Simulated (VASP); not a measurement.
# SnTe (Fm-3m) in VASP: a series of runs

SnTe is run at these levels: PBE; tasks: single point.

Program: VASP 6.6.1. These are calculated values, not measurements. Logs are shortened: lines on timing, memory, paths and dates and some standing lists are left out, and cuts for length are marked.

## Step 1: The cell of the first run

It takes space group Fm-3m (No. 225, cubic). The conventional cell has a = 6.259 Å, b = 6.259 Å, c = 6.259 Å, α = 90.00°, β = 90.00°, γ = 90.00°. Sn (site symmetry m-3m) has 6 Te at 3.13 Å within 4.1 Å. Within 4.1 Å of Te (site symmetry m-3m) lie 6 Sn at 3.13 Å.

## Step 2: Single point, PBE

INCAR reads:

```
SYSTEM = SnTe
  PREC = Accurate
  ENCUT = 500
  EDIFF = 1E-6
  ISMEAR = 0
  SIGMA = 0.01
  LREAL = .FALSE.
  LASPH = .TRUE.
  NELM = 120
  ALGO = Normal
  ISIF = 2
  LWAVE = .FALSE.
  LCHARG = .FALSE.
  GGA = PE
  NBANDS = 17
  GGA_COMPAT = .FALSE.
```

KPOINTS reads:

```
Automatic mesh
0
G
  6 6 6
  0 0 0
```

POSCAR reads:

```
SnTe
1.0
    0.0000000000      3.1297027185      3.1297027185
    3.1297027185      0.0000000000      3.1297027185
    3.1297027185      3.1297027185      0.0000000000
Sn Te
1 1
Direct
    0.0000000000      0.0000000000      0.0000000000
    0.5000000000      0.5000000000      0.5000000000
```

Potentials or basis: VASP PAW PBE potentials, release 64 (Sn_d, Te).

Run with:

```
$ cat potpaw_PBE.64/Sn_d/POTCAR potpaw_PBE.64/Te/POTCAR > POTCAR
$ mpirun -np 1 vasp_std > vasp.out
```

OUTCAR:

```text
SYSTEM = SnTe
   PREC = Accurate
   ENCUT = 500
   EDIFF = 1E-6
   ISMEAR = 0
   LREAL = .FALSE.
   LASPH = .TRUE.
   NELM = 120
   ISIF = 2
   GGA = PE

 ion  position               nearest neighbor table
   1  0.000  0.000  0.000-   2 3.13   2 3.13   2 3.13   2 3.13   2 3.13   2 3.13
   2  0.500  0.500  0.500-   1 3.13   1 3.13   1 3.13   1 3.13   1 3.13   1 3.13

  LATTYP: Found a face centered cubic cell.
 ALAT       =     6.2594054370

  Lattice vectors:

 A1 = (   0.0000000000,   3.1297027185,   3.1297027185)
 A2 = (   3.1297027185,   0.0000000000,   3.1297027185)
 A3 = (   3.1297027185,   3.1297027185,   0.0000000000)

Analysis of symmetry for initial positions (statically):
=====================================================================
 Subroutine PRICEL returns:
 Original cell was already a primitive cell.

 Routine SETGRP: Setting up the symmetry group for a
 face centered cubic supercell.

 Subroutine GETGRP returns: Found 48 space group operations
 (whereof 48 operations were pure point group operations)
 out of a pool of 48 trial point group operations.

The static configuration has the point symmetry O_h .

Analysis of symmetry for dynamics (positions and initial velocities):
=====================================================================
 Subroutine PRICEL returns:
 Original cell was already a primitive cell.

 Routine SETGRP: Setting up the symmetry group for a
 face centered cubic supercell.

 Subroutine GETGRP returns: Found 48 space group operations
 (whereof 48 operations were pure point group operations)
 out of a pool of 48 trial point group operations.

The dynamic configuration has the point symmetry O_h .

 Subroutine INISYM returns: Found 48 space group operations
 (whereof 48 operations are pure point group operations),
 and found     1 'primitive' translations

----------------------------------------------------------------------------------------

                                     Primitive cell

  volume of cell :      61.3111

  direct lattice vectors                    reciprocal lattice vectors
     0.000000000  3.129702718  3.129702718    -0.159759583  0.159759583  0.159759583
     3.129702718  0.000000000  3.129702718     0.159759583 -0.159759583  0.159759583
     3.129702718  3.129702718  0.000000000     0.159759583  0.159759583 -0.159759583

  length of vectors
     4.426068031  4.426068031  4.426068031     0.276711714  0.276711714  0.276711714

  position of ions in fractional coordinates (direct lattice)
     0.000000000  0.000000000  0.000000000
     0.500000000  0.500000000  0.500000000

  ion indices of the primitive-cell ions
   primitive index   ion index
                 1           1
                 2           2

----------------------------------------------------------------------------------------

 KPOINTS: Automatic mesh

Automatic generation of k-mesh.
 Grid dimensions read from file:
 generate k-points for:    6    6    6

 Generating k-lattice:

  Cartesian coordinates                     Fractional coordinates (reciprocal lattice)
    -0.026626597  0.026626597  0.026626597     0.166666667  0.000000000  0.000000000
     0.026626597 -0.026626597  0.026626597     0.000000000  0.166666667  0.000000000
     0.026626597  0.026626597 -0.026626597     0.000000000  0.000000000  0.166666667

  Length of vectors
     0.046118619  0.046118619  0.046118619

  Shift w.r.t. Gamma in fractional coordinates (k-lattice)
     0.000000000  0.000000000  0.000000000

 Subroutine IBZKPT returns following result:
 ===========================================

 Found     16 irreducible k-points:

 Following reciprocal coordinates:
            Coordinates               Weight
  0.000000  0.000000  0.000000      1.000000
  0.166667  0.000000  0.000000      8.000000
  0.333333  0.000000  0.000000      8.000000
  0.500000  0.000000  0.000000      4.000000
  0.166667  0.166667  0.000000      6.000000
  0.333333  0.166667  0.000000     24.000000
[... 8 lines left out ...]
 -0.333333  0.333333  0.166667     24.000000
 -0.333333  0.500000  0.166667     12.000000
   k-points           NKPTS =     16   k-points in BZ     NKDIM =     16   number of bands    NBANDS=     17
   number of dos      NEDOS =    301   number of ions     NIONS =      2
   total plane-waves  NPLWV =  32768
   dimension x,y,z NGX =    32 NGY =   32 NGZ =   32
   dimension x,y,z NGXF=    64 NGYF=   64 NGZF=   64
   ions per type =               1   1
   NGX,Y,Z   is equivalent  to a cutoff of  12.02, 12.02, 12.02 a.u.
   NGXF,Y,Z  is equivalent  to a cutoff of  24.04, 24.04, 24.04 a.u.
 SYSTEM =  SnTe
   PREC   = accura    normal or accurate (medium, high low for compatibility)
   ISTART =      0    job   : 0-new  1-cont  2-samecut
   ICHARG =      2    charge: 1-file 2-atom 10-const
   ISPIN  =      1    spin polarized calculation?
   LNONCOLLINEAR =      F non collinear calculations
   LSORBIT =      F    spin-orbit coupling
   LASPH  =      T    aspherical Exc in radial PAW
   ENCUT  =  500.0 eV  36.75 Ry    6.06 a.u.   8.07  8.07  8.07*2*pi/ulx,y,z
   NELM   =    120;   NELMIN=  2; NELMDL= -5     # of ELM steps
   EDIFF  = 0.1E-05   stopping-criterion for ELM
   LREAL  =      F    real-space projection
   EDIFFG = 0.1E-04   stopping-criterion for IOM
   NSW    =      0    number of steps for IOM
   IBRION =     -1    ionic relax: 0-MD 1-quasi-New 2-CG
   NFREE  =      0    steps in history (QN), initial steepest desc. (CG)
   ISIF   =      2    stress and relaxation
   ISYM   =      2    0-nonsym 1-usesym 2-fastsym
   POTIM  = 0.5000    time-step for ionic-motion
   TEBEG  =    0.0;   TEEND  =   0.0 temperature during run
   PSTRESS=    0.0 pullay stress
   NELECT =      20.0000    total number of electrons
   NUPDOWN=      -1.0000    fix difference up-down
   EMIN   =  10.00;   EMAX   =-10.00  energy-range for DOS
   EFERMI =   0.00;   METHOD = LEGACY
   ISMEAR =     0;   SIGMA  =   0.01  broadening in eV -4-tet -1-fermi 0-gaus
   EFERMI_NEDOS =   21; number of points for ismear=-14 and -15
   IALGO  =     38    algorithm
   IMIX   =      4    mixing-type and parameters
     AMIX     =   0.40;   BMIX     =  1.00
     AMIX_MAG =   1.60;   BMIX_MAG =  1.00
  volume/ion in A,a.u.               =      30.66       206.87
  Fermi-wavevector in a.u.,A,eV,Ry     =   1.126951  2.129629 17.279655  1.270019
  Thomas-Fermi vector in A             =   2.263635
   LORBIT       =      0    0 simple, 1 ext, 2 COOP (PROOUT), +10 PAW based schemes
   GGA     = PE    functional components
   LHFCALC =     F    Hartree Fock is set to
   AEXX    =    0.0000 exact exchange contribution
   IVDW    =     0    specifies the selected vdW correction
   LEPSILON=     F    determine dielectric tensor
   LRPA    =     F    only Hartree local field effects (RPA)
 non-spin polarized calculation
 Gauss-broadening in eV      SIGMA  =   0.01
  energy-cutoff  :      500.00
  volume of cell :       61.31
 maximum number of plane-waves:      1588
   NGX = 17   NGY = 17   NGZ = 17

 number of electron      20.0000010 magnetization

 Free energy of the ion-electron system (eV)
  ---------------------------------------------------
  ext. energy  EPLUGINS =         0.00000000
  ---------------------------------------------------
  free energy    TOTEN  =        -7.52081844 eV

  energy without entropy =       -7.52081844  energy(sigma->0) =       -7.52081844

 E-fermi :   7.2637     XC(G=0):  -9.5909

 val. band max:        7.2063416709   @ k =   0.5000   0.0000   0.0000
 cond. band min:       7.3649697134   @ k =   0.5000   0.0000   0.0000
 fundamental gap:      0.1586280425
 Fermi energy:         7.2636889142

 k-point     1 :       0.0000    0.0000    0.0000
  band No.  band energies     occupation
      1     -14.7181      2.00000
      2     -14.7181      2.00000
      3     -14.7107      2.00000
      4     -14.7107      2.00000
      5     -14.7107      2.00000
      6      -5.7469      2.00000
[... 9 lines left out ...]
     16      11.9225      0.00000
     17      13.9723      0.00000

 k-point     2 :       0.1667    0.0000    0.0000
  band No.  band energies     occupation
      1     -14.7194      2.00000
      2     -14.7194      2.00000
      3     -14.7103      2.00000
      4     -14.7091      2.00000
      5     -14.7091      2.00000
      6      -5.5081      2.00000
[... 9 lines left out ...]
     16      12.4910      0.00000
     17      15.6694      0.00000

 k-point     3 :       0.3333    0.0000    0.0000
  band No.  band energies     occupation
      1     -14.7224      2.00000
      2     -14.7224      2.00000
      3     -14.7095      2.00000
      4     -14.7052      2.00000
      5     -14.7052      2.00000
      6      -4.8828      2.00000
[... 9 lines left out ...]
     16      14.0351      0.00000
     17      18.0422      0.00000

 k-point     4 :       0.5000    0.0000    0.0000
  band No.  band energies     occupation
      1     -14.7239      2.00000
      2     -14.7239      2.00000
      3     -14.7091      2.00000
      4     -14.7032      2.00000
      5     -14.7032      2.00000
      6      -4.4118      2.00000
[... 9 lines left out ...]
     16      16.0710      0.00000
     17      16.0710      0.00000

 k-point     5 :       0.1667    0.1667    0.0000
  band No.  band energies     occupation
      1     -14.7224      2.00000
      2     -14.7169      2.00000
      3     -14.7118      2.00000
      4     -14.7079      2.00000
      5     -14.7079      2.00000
      6      -5.4297      2.00000
[... 9 lines left out ...]
     16      13.3848      0.00000
     17      14.3949      0.00000

 k-point     6 :       0.3333    0.1667    0.0000
  band No.  band energies     occupation
      1     -14.7261      2.00000
      2     -14.7179      2.00000
      3     -14.7113      2.00000
      4     -14.7053      2.00000
      5     -14.7044      2.00000
      6      -4.9332      2.00000
[... 9 lines left out ...]
     16      14.8959      0.00000
     17      16.3251      0.00000

 k-point     7 :       0.5000    0.1667    0.0000
  band No.  band energies     occupation
      1     -14.7270      2.00000
      2     -14.7210      2.00000
      3     -14.7088      2.00000
      4     -14.7042      2.00000
      5     -14.7024      2.00000
      6      -4.3496      2.00000
[... 9 lines left out ...]
     16      16.1609      0.00000
     17      16.7182      0.00000

 k-point     8 :      -0.3333    0.1667    0.0000
  band No.  band energies     occupation
      1     -14.7242      2.00000
      2     -14.7227      2.00000
      3     -14.7080      2.00000
      4     -14.7045      2.00000
      5     -14.7043      2.00000
      6      -4.5070      2.00000
[... 9 lines left out ...]
     16      15.3785      0.00000
     17      17.1216      0.00000

 k-point     9 :      -0.1667    0.1667    0.0000
  band No.  band energies     occupation
      1     -14.7219      2.00000
      2     -14.7203      2.00000
      3     -14.7097      2.00000
      4     -14.7076      2.00000
      5     -14.7060      2.00000
      6      -5.1366      2.00000
[... 9 lines left out ...]
     16      14.6733      0.00000
     17      15.0927      0.00000

 k-point    10 :       0.3333    0.3333    0.0000
  band No.  band energies     occupation
      1     -14.7322      2.00000
      2     -14.7143      2.00000
      3     -14.7139      2.00000
      4     -14.7020      2.00000
      5     -14.7020      2.00000
      6      -4.6289      2.00000
[... 9 lines left out ...]
     16      16.2858      0.00000
     17      16.4891      0.00000

 k-point    11 :       0.5000    0.3333    0.0000
  band No.  band energies     occupation
      1     -14.7339      2.00000
      2     -14.7155      2.00000
      3     -14.7127      2.00000
      4     -14.7011      2.00000
      5     -14.7003      2.00000
      6      -4.1907      2.00000
[... 9 lines left out ...]
     16      16.7606      0.00000
     17      17.3734      0.00000

 k-point    12 :      -0.3333    0.3333    0.0000
  band No.  band energies     occupation
      1     -14.7298      2.00000
      2     -14.7194      2.00000
      3     -14.7084      2.00000
      4     -14.7039      2.00000
      5     -14.7017      2.00000
      6      -4.1119      2.00000
[... 9 lines left out ...]
     16      14.8454      0.00000
     17      17.2366      0.00000

 k-point    13 :       0.5000    0.5000    0.0000
  band No.  band energies     occupation
      1     -14.7377      2.00000
      2     -14.7150      2.00000
      3     -14.7131      2.00000
      4     -14.6989      2.00000
      5     -14.6989      2.00000
      6      -4.0906      2.00000
[... 9 lines left out ...]
     16      17.8466      0.00000
     17      18.3899      0.00000

 k-point    14 :       0.5000    0.3333    0.1667
  band No.  band energies     occupation
      1     -14.7291      2.00000
      2     -14.7184      2.00000
      3     -14.7104      2.00000
      4     -14.7037      2.00000
      5     -14.7021      2.00000
      6      -4.4363      2.00000
[... 9 lines left out ...]
     16      15.5919      0.00000
     17      16.2948      0.00000

 k-point    15 :      -0.3333    0.3333    0.1667
  band No.  band energies     occupation
      1     -14.7296      2.00000
      2     -14.7196      2.00000
      3     -14.7072      2.00000
      4     -14.7062      2.00000
      5     -14.7005      2.00000
      6      -4.1114      2.00000
[... 9 lines left out ...]
     16      17.1142      0.00000
     17      17.2266      0.00000

 k-point    16 :      -0.3333    0.5000    0.1667
  band No.  band energies     occupation
      1     -14.7334      2.00000
      2     -14.7167      2.00000
      3     -14.7111      2.00000
      4     -14.7031      2.00000
      5     -14.6989      2.00000
      6      -4.0214      2.00000
[... 9 lines left out ...]
     16      17.3883      0.00000
     17      18.4845      0.00000

------------------------ aborting loop because EDIFF is reached ----------------------------------------

  FORCE on cell =-STRESS in cart. coord.  units (eV):
  Direction    XX          YY          ZZ          XY          YZ          ZX
  --------------------------------------------------------------------------------------
  -------------------------------------------------------------------------------------
  Total        1.2535412      1.2535412      1.2535412      0.0000000      0.0000000      0.0000000
  in kB       32.7574393     32.7574393     32.7574393      0.0000000      0.0000000      0.0000000
  external PRESSURE =      32.7574393 kB  Pullay stress =       0.0000000 kB

 VOLUME and BASIS-vectors are now :
 -----------------------------------------------------------------------------
  energy-cutoff  :      500.00
  volume of cell :       61.31
      direct lattice vectors                 reciprocal lattice vectors
     0.000000000  3.129702718  3.129702718    -0.159759583  0.159759583  0.159759583
     3.129702718  0.000000000  3.129702718     0.159759583 -0.159759583  0.159759583
     3.129702718  3.129702718  0.000000000     0.159759583  0.159759583 -0.159759583

 POSITION                                       TOTAL-FORCE (eV/Angst)
 -----------------------------------------------------------------------------------
      0.00000      0.00000      0.00000        -0.000000     -0.000000      0.000000
      3.12970      3.12970      3.12970         0.000000      0.000000     -0.000000
 -----------------------------------------------------------------------------------
    total drift:                                0.000000     -0.000000     -0.000000

  FREE ENERGIE OF THE ION-ELECTRON SYSTEM (eV)
  ---------------------------------------------------
  free  energy   TOTEN  =        -7.5208184365 eV

  energy  without entropy=       -7.5208184365  energy(sigma->0) =       -7.52081844
```

Run time: 11 s. Hardware: 1 thread of Intel Xeon Platinum 8259CL at 2.50GHz (Skylake/Cascade Lake), shared host; peak memory 0.17 GiB.

Results:

```yaml
Free_energy: -7.5208 eV
Pressure: 3.3 GPa
Band_gap_on_the_k_mesh: 0.16 eV
```

Caveat: the cell stands under pressure; semilocal functionals underestimate gaps, and a narrow one can read as zero; spin-orbit coupling is left out, which moves the levels of the heavy elements. A k mesh can miss the band edges.

(Continued in part 2 of 2.)
